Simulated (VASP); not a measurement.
# Mg15Ge8 (a cell with a defect) in VASP: single point with PBE

Aim: the single point of Mg15Ge8 (a cell with a defect) with PBE.

All numbers are computed with VASP 6.6.1; they aren't measurements. Logs are shortened: lines on timing, memory, paths and dates and some standing lists are left out, and cuts for length are marked.

### Step 1. The cell of the first run

The cell holds a defect, 23 atoms: a = 9.035 Å, b = 9.035 Å, c = 9.035 Å, α = 60.00°, β = 60.00°, γ = 60.00°.

### Step 2. Single point, PBE

File INCAR:

```
PREC = Accurate
ENCUT = 520
EDIFF = 1E-7
ISMEAR = -1
SIGMA = 0.05
LREAL = Auto
LASPH = True
NELM = 100
ALGO = Normal
ISIF = 2
LWAVE = False
LCHARG = False
GGA = PE
NBANDS = 88
```

File KPOINTS:

```
Automatic mesh
0
Gamma
  2 2 2
```

File POSCAR:

```
Mg15Ge8
1.0
    0.0000000000      6.3885880000      6.3885880000
    6.3885880000      0.0000000000      6.3885880000
    6.3885880000      6.3885880000      0.0000000000
Ge Mg
8 15
Direct
   -0.0009625758      0.0009516187     -0.0001357890
   -0.0008774239      0.0060532155      0.4973639715
   -0.0011707595      0.4982835800      0.0050843003
   -0.0015856399      0.4985364528      0.4975900778
    0.5007626881      0.0008171602      0.0001271799
    0.5007777149      0.0007709841      0.4988179704
    0.5003798179      0.4997737372     -0.0000697337
    0.5068045552      0.4983706102      0.4975848341
    0.1245358912      0.1263239232      0.1254717787
    0.3665152613      0.3845837296      0.3834266664
    0.1246147036      0.1265664651      0.6233486961
    0.3668938269      0.3844897339      0.8655152750
    0.1244218597      0.6242215025      0.1257564269
    0.3670069192      0.8666849388      0.3830956074
    0.3754098715      0.8757797498      0.8747150388
    0.6248314181      0.1259291568      0.1246669061
    0.8754812488      0.3753458511      0.3742992974
    0.6268025110      0.1262169356      0.6238841822
    0.8839969802      0.3843291350      0.8658295855
    0.6266001971      0.6244244425      0.1256074895
    0.8843319525      0.8667732995      0.3832927558
    0.6267035063      0.6242389555      0.6235812201
    0.8840980198      0.8665180788      0.8657507731
```

Potentials or basis: VASP PAW PBE potentials, release 64 (Ge_d, Mg).

Started as:

```sh
cat potpaw_PBE.64/Ge_d/POTCAR potpaw_PBE.64/Mg/POTCAR > POTCAR
mpirun -np 1 vasp_std > vasp.out
```

OUTCAR:

```text
PREC = Accurate
   ENCUT = 520
   EDIFF = 1E-7
   ISMEAR = -1
   LREAL = Auto
   LASPH = True
   NELM = 100
   ISIF = 2
   GGA = PE

 ion  position               nearest neighbor table
   1  0.999  0.001  1.000-  16 2.76  15 2.78   9 2.78  11 2.78  13 2.78  19 2.83  21 2.83  23 2.83

   2  0.999  0.006  0.497-  14 2.72  21 2.72  23 2.72  17 2.72   9 2.74  11 2.74  18 2.75
   3  0.999  0.498  0.005-  19 2.72  12 2.72  23 2.72  17 2.72   9 2.74  13 2.75  20 2.75
   4  0.998  0.499  0.498-  10 2.72  19 2.72  21 2.72  17 2.73  22 2.74  13 2.74  11 2.74
   5  0.501  0.001  0.000-  16 2.76  15 2.77   9 2.78  18 2.78  20 2.78  14 2.83  23 2.83  12 2.83

   6  0.501  0.001  0.499-  16 2.76  15 2.77  11 2.77  22 2.78  18 2.78  21 2.83  14 2.83  10 2.83

   7  0.500  0.500  1.000-  16 2.76  13 2.77  15 2.77  22 2.78  20 2.78  12 2.83  10 2.83  19 2.83
[... 15 lines left out ...]
                            13 3.21  22 3.21
  16  0.625  0.126  0.125-   5 2.76   7 2.76   6 2.76   1 2.76  14 3.30  12 3.30  10 3.31  19 3.31
                            21 3.31  23 3.31
  17  0.875  0.375  0.374-   8 2.72   3 2.72   2 2.72   4 2.73  20 3.18  18 3.18  13 3.18   9 3.18
                            22 3.18  11 3.18
  18  0.627  0.126  0.624-   8 2.75   2 2.75   5 2.78   6 2.78  17 3.18  23 3.19  12 3.20  21 3.20
                            10 3.20  15 3.21
  19  0.884  0.384  0.866-   3 2.72   4 2.72   1 2.83   7 2.83  22 3.19  20 3.20   9 3.20  11 3.20
                            16 3.31
  20  0.627  0.624  0.126-   8 2.74   3 2.75   5 2.78   7 2.78  17 3.18  23 3.19  14 3.19  19 3.20
                            10 3.20  15 3.21
  21  0.884  0.867  0.383-   2 2.72   4 2.72   1 2.83   6 2.83   9 3.19  18 3.20  13 3.20  22 3.20
                            16 3.31
  22  0.627  0.624  0.624-   4 2.74   8 2.74   7 2.78   6 2.78  17 3.18  19 3.19  12 3.19  21 3.20
                            14 3.20  15 3.21
  23  0.884  0.867  0.866-   3 2.72   2 2.72   5 2.83   1 2.83  18 3.19  20 3.19  13 3.20  11 3.20
                            16 3.31

  LATTYP: Found a face centered cubic cell.
 ALAT       =    12.7771760000

  Lattice vectors:

 A1 = (   0.0000000000,   6.3885880000,   6.3885880000)
 A2 = (   6.3885880000,   0.0000000000,   6.3885880000)
 A3 = (   6.3885880000,   6.3885880000,   0.0000000000)

Analysis of symmetry for initial positions (statically):
=====================================================================
 Subroutine PRICEL returns:
 Original cell was already a primitive cell.

 Routine SETGRP: Setting up the symmetry group for a
 face centered cubic supercell.

 Subroutine GETGRP returns: Found  1 space group operations
 (whereof  1 operations were pure point group operations)
 out of a pool of 48 trial point group operations.

The static configuration has the point symmetry C_1 .

Analysis of symmetry for dynamics (positions and initial velocities):
=====================================================================
 Subroutine PRICEL returns:
 Original cell was already a primitive cell.

 Routine SETGRP: Setting up the symmetry group for a
 face centered cubic supercell.

 Subroutine GETGRP returns: Found  1 space group operations
 (whereof  1 operations were pure point group operations)
 out of a pool of 48 trial point group operations.

The dynamic configuration has the point symmetry C_1 .

 Subroutine INISYM returns: Found  1 space group operations
 (whereof  1 operations are pure point group operations),
 and found     1 'primitive' translations

----------------------------------------------------------------------------------------

                                     Primitive cell

  volume of cell :     521.4884

  direct lattice vectors                    reciprocal lattice vectors
     0.000000000  6.388588000  6.388588000    -0.078264555  0.078264555  0.078264555
     6.388588000  0.000000000  6.388588000     0.078264555 -0.078264555  0.078264555
     6.388588000  6.388588000  0.000000000     0.078264555  0.078264555 -0.078264555

  length of vectors
     9.034827794  9.034827794  9.034827794     0.135558187  0.135558187  0.135558187

  position of ions in fractional coordinates (direct lattice)
     0.999037424  0.000951619  0.999864211
     0.999122576  0.006053216  0.497363972
     0.998829241  0.498283580  0.005084300
     0.998414360  0.498536453  0.497590078
     0.500762688  0.000817160  0.000127180
     0.500777715  0.000770984  0.498817970
[... 15 lines left out ...]
     0.626703506  0.624238955  0.623581220
     0.884098020  0.866518079  0.865750773

  ion indices of the primitive-cell ions
   primitive index   ion index
                 1           1
                 2           2
                 3           3
                 4           4
                 5           5
                 6           6
[... 15 lines left out ...]
                22          22
                23          23

----------------------------------------------------------------------------------------

 KPOINTS: Automatic mesh

Automatic generation of k-mesh.
 Grid dimensions read from file:
 generate k-points for:    2    2    2

 Generating k-lattice:

  Cartesian coordinates                     Fractional coordinates (reciprocal lattice)
    -0.039132278  0.039132278  0.039132278     0.500000000  0.000000000  0.000000000
     0.039132278 -0.039132278  0.039132278     0.000000000  0.500000000  0.000000000
     0.039132278  0.039132278 -0.039132278     0.000000000  0.000000000  0.500000000

  Length of vectors
     0.067779093  0.067779093  0.067779093

  Shift w.r.t. Gamma in fractional coordinates (k-lattice)
     0.000000000  0.000000000  0.000000000

 Subroutine IBZKPT returns following result:
 ===========================================

 Found      8 irreducible k-points:

 Following reciprocal coordinates:
            Coordinates               Weight
  0.000000  0.000000  0.000000      1.000000
  0.500000  0.000000  0.000000      1.000000
  0.000000  0.500000  0.000000      1.000000
  0.000000  0.000000  0.500000      1.000000
  0.500000  0.500000  0.500000      1.000000
  0.500000  0.500000  0.000000      1.000000
  0.000000  0.500000  0.500000      1.000000
  0.500000  0.000000  0.500000      1.000000
   k-points           NKPTS =      8   k-points in BZ     NKDIM =      8   number of bands    NBANDS=     88
   number of dos      NEDOS =    301   number of ions     NIONS =     23
   total plane-waves  NPLWV = 343000
   dimension x,y,z NGX =    70 NGY =   70 NGZ =   70
   dimension x,y,z NGXF=   140 NGYF=  140 NGZF=  140
   ions per type =               8  15
   NGX,Y,Z   is equivalent  to a cutoff of  12.88, 12.88, 12.88 a.u.
   NGXF,Y,Z  is equivalent  to a cutoff of  25.76, 25.76, 25.76 a.u.
 SYSTEM =  unknown system
   PREC   = accura    normal or accurate (medium, high low for compatibility)
   ISTART =      0    job   : 0-new  1-cont  2-samecut
   ICHARG =      2    charge: 1-file 2-atom 10-const
   ISPIN  =      1    spin polarized calculation?
   LNONCOLLINEAR =      F non collinear calculations
   LSORBIT =      F    spin-orbit coupling
   LASPH  =      T    aspherical Exc in radial PAW
   ENCUT  =  520.0 eV  38.22 Ry    6.18 a.u.  16.80 16.80 16.80*2*pi/ulx,y,z
   NELM   =    100;   NELMIN=  2; NELMDL= -5     # of ELM steps
   EDIFF  = 0.1E-06   stopping-criterion for ELM
   LREAL  =      T    real-space projection
   EDIFFG = 0.1E-05   stopping-criterion for IOM
   NSW    =      0    number of steps for IOM
   IBRION =     -1    ionic relax: 0-MD 1-quasi-New 2-CG
   NFREE  =      0    steps in history (QN), initial steepest desc. (CG)
   ISIF   =      2    stress and relaxation
   ISYM   =      2    0-nonsym 1-usesym 2-fastsym
   POTIM  = 0.5000    time-step for ionic-motion
   TEBEG  =    0.0;   TEEND  =   0.0 temperature during run
   PSTRESS=    0.0 pullay stress
   NELECT =     142.0000    total number of electrons
   NUPDOWN=      -1.0000    fix difference up-down
   EMIN   =  10.00;   EMAX   =-10.00  energy-range for DOS
   EFERMI =   0.00;   METHOD = LEGACY
   ISMEAR =    -1;   SIGMA  =   0.05  broadening in eV -4-tet -1-fermi 0-gaus
   EFERMI_NEDOS =   21; number of points for ismear=-14 and -15
   IALGO  =     38    algorithm
   IMIX   =      4    mixing-type and parameters
     AMIX     =   0.40;   BMIX     =  1.00
     AMIX_MAG =   1.60;   BMIX_MAG =  1.00
  volume/ion in A,a.u.               =      22.67       153.01
  Fermi-wavevector in a.u.,A,eV,Ry     =   1.061099  2.005187 15.319234  1.125932
  Thomas-Fermi vector in A             =   2.196504
   LORBIT       =      0    0 simple, 1 ext, 2 COOP (PROOUT), +10 PAW based schemes
   GGA     = PE    functional components
   LHFCALC =     F    Hartree Fock is set to
   AEXX    =    0.0000 exact exchange contribution
   IVDW    =     0    specifies the selected vdW correction
   LEPSILON=     F    determine dielectric tensor
   LRPA    =     F    only Hartree local field effects (RPA)
 non-spin polarized calculation
  energy-cutoff  :      520.00
  volume of cell :      521.49
 maximum number of plane-waves:     14163
 NGX is ok and might be reduce to    70
   NGX = 33   NGY = 33   NGZ = 33

 number of electron     141.9999965 magnetization

 Free energy of the ion-electron system (eV)
  ---------------------------------------------------
  ext. energy  EPLUGINS =         0.00000000
  ---------------------------------------------------
  free energy    TOTEN  =       -62.60519902 eV

  energy without entropy =      -62.52360722  energy(sigma->0) =      -62.56440312

 E-fermi :   3.0470     XC(G=0):  -8.9042

 val. band max:        2.8558020876   @ k =   0.5000   0.5000   0.5000
 cond. band min:       3.0655350416   @ k =   0.0000   0.5000   0.0000
 fundamental gap:      0.2097329539
 Fermi energy:         3.0469577379

 k-point     1 :       0.0000    0.0000    0.0000
  band No.  band energies     occupation
      1     -20.5064      2.00000
      2     -20.5060      2.00000
      3     -20.5056      2.00000
      4     -20.5056      2.00000
      5     -20.5053      2.00000
      6     -20.5046      2.00000
[... 677 lines left out ...]
     82       6.1695      0.00000
     83       7.0417      0.00000
 [bands above 83 left out]

------------------------ aborting loop because EDIFF is reached ----------------------------------------

  FORCE on cell =-STRESS in cart. coord.  units (eV):
  Direction    XX          YY          ZZ          XY          YZ          ZX
  --------------------------------------------------------------------------------------
  -------------------------------------------------------------------------------------
  Total        0.6911927      0.7063146      0.7214070     -0.0036979      0.0230935     -0.0332245
  in kB        2.1235626      2.1700219      2.2163907     -0.0113612      0.0709506     -0.1020762
  external PRESSURE =       2.1699917 kB  Pullay stress =       0.0000000 kB

 VOLUME and BASIS-vectors are now :
 -----------------------------------------------------------------------------
  energy-cutoff  :      520.00
  volume of cell :      521.49
      direct lattice vectors                 reciprocal lattice vectors
     0.000000000  6.388588000  6.388588000    -0.078264555  0.078264555  0.078264555
     6.388588000  0.000000000  6.388588000     0.078264555 -0.078264555  0.078264555
     6.388588000  6.388588000  0.000000000     0.078264555  0.078264555 -0.078264555

 POSITION                                       TOTAL-FORCE (eV/Angst)
 -----------------------------------------------------------------------------------
      6.39380     12.77016      6.38852        -0.002343      0.003545      0.000686
      3.21612      9.56044      6.42165         0.011122     -0.004555     -0.009054
      3.21581      6.41359      9.56444         0.008816     -0.002236     -0.000718
      6.36384      9.55736      9.56340        -0.003355      0.001173     -0.000510
      0.00603      3.19998      3.20439        -0.005630     -0.001918      0.004073
      3.19167      6.38600      3.20419        -0.000153      0.000593      0.008508
[... 15 lines left out ...]
      7.97181      7.98755      7.99176         0.013828     -0.007354      0.003478
     11.06675     11.17906     11.18397         0.005551      0.007679      0.008837
 -----------------------------------------------------------------------------------
    total drift:                                0.001716     -0.000640     -0.000244

  FREE ENERGIE OF THE ION-ELECTRON SYSTEM (eV)
  ---------------------------------------------------
  free  energy   TOTEN  =       -62.6051990223 eV

  energy  without entropy=      -62.5236072233  energy(sigma->0) =      -62.56440312
```

It took 10 min on 1 thread of Intel Xeon Platinum 8488C (Sapphire Rapids), shared host; peak memory 0.79 GiB.

What came out:

| Quantity | Value |
| --- | --- |
| Free energy | -62.6052 eV |
| Pressure | 0.2 GPa |
| Largest force | 0.016 eV/Å |
| Band gap on the k mesh | zero (bands 71 and 72 overlap by 0.60 eV) |

Forces on the atoms (eV/Å):
```
Ge  -0.002  0.004  0.001
Ge   0.011 -0.005 -0.009
Ge   0.009 -0.002 -0.001
Ge  -0.003  0.001 -0.001
Ge  -0.006 -0.002  0.004
Ge   0.000  0.001  0.009
Ge   0.001  0.008  0.007
Ge  -0.004 -0.008 -0.005
Mg  -0.004 -0.005  0.001
Mg  -0.006  0.010 -0.001
Mg   0.002  0.009 -0.007
Mg   0.000  0.002 -0.008
Mg   0.003 -0.013  0.009
Mg   0.002  0.010  0.002
Mg  -0.006 -0.007 -0.009
Mg  -0.002  0.013  0.004
Mg  -0.002  0.009  0.007
Mg  -0.004 -0.011 -0.002
Mg  -0.004  0.003 -0.008
Mg  -0.003 -0.005 -0.002
Mg  -0.001 -0.011 -0.004
Mg   0.014 -0.007  0.003
Mg   0.006  0.008  0.009
```

Caveat: the k points lie up to 0.43 Å⁻¹ apart, too coarse for converged energies and pressures of a metal.

The gap in the log of VASP goes by the Fermi energy; the results here count the filled bands.